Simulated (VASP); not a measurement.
Set up this calculation in VASP 6.6.1, as the native input.

```
Task                   : single point
Functional             : PBEsol
Potentials or basis    : VASP PAW PBE potentials, release 64 (Zr_sv, Si)
Cutoff                 : 520 eV
k mesh                 : 12 × 12 × 12
Occupations            : gaussian, width 0.1 eV
Spin                   : no spin polarisation
Dipole correction      : no
Further INCAR settings : ALGO = Normal; EDIFF = 1e-06; NBANDS = 17
```

The structure of ZrSi2 lies in POSCAR:

```
ZrSi2
1.0
    4.0039576646      0.0000000000      0.0000000000
   -2.0019788323      3.4675290533      0.0000000000
    0.0000000000      0.0000000000      3.5144591440
Zr Si
1 2
Direct
    0.0000000000      0.0000000000      0.0000000000
    0.3333333333      0.6666666667      0.5000000000
    0.6666666667      0.3333333333      0.5000000000
```

These files were run (other wordings do the same):

INCAR

```
PREC = Accurate
ENCUT = 520
EDIFF = 1E-6
ISMEAR = 0
SIGMA = 0.1
LREAL = False
LASPH = True
NELM = 80
ALGO = Normal
ISIF = 2
LWAVE = False
LCHARG = True
GGA = PS
LELF = True
LVHAR = True
NBANDS = 17
```

KPOINTS

```
regular mesh
0
Gamma
  12 12 12
```

Potentials or basis: VASP PAW PBE potentials, release 64 (Zr_sv, Si).

Launch:

```bash
$ cat potpaw_PBE.64/Zr_sv/POTCAR potpaw_PBE.64/Si/POTCAR > POTCAR
$ mpirun -np 1 vasp_std > vasp.out
```

Results of the run:

```json
{
  "Pressure": "0.1 GPa",
  "Band gap on the k mesh": "zero (band 10 reaches 11.52 eV, above the bottom of band 11 at 9.40 eV)"
}
```

Caveat: the PAW data sets were made with another functional, which shifts forces and pressure a little.

Wall time 39 s on 1 thread of Intel(R) Xeon(R) 6975P-C (Granite Rapids), on a shared host, peak memory 0.24 GiB.
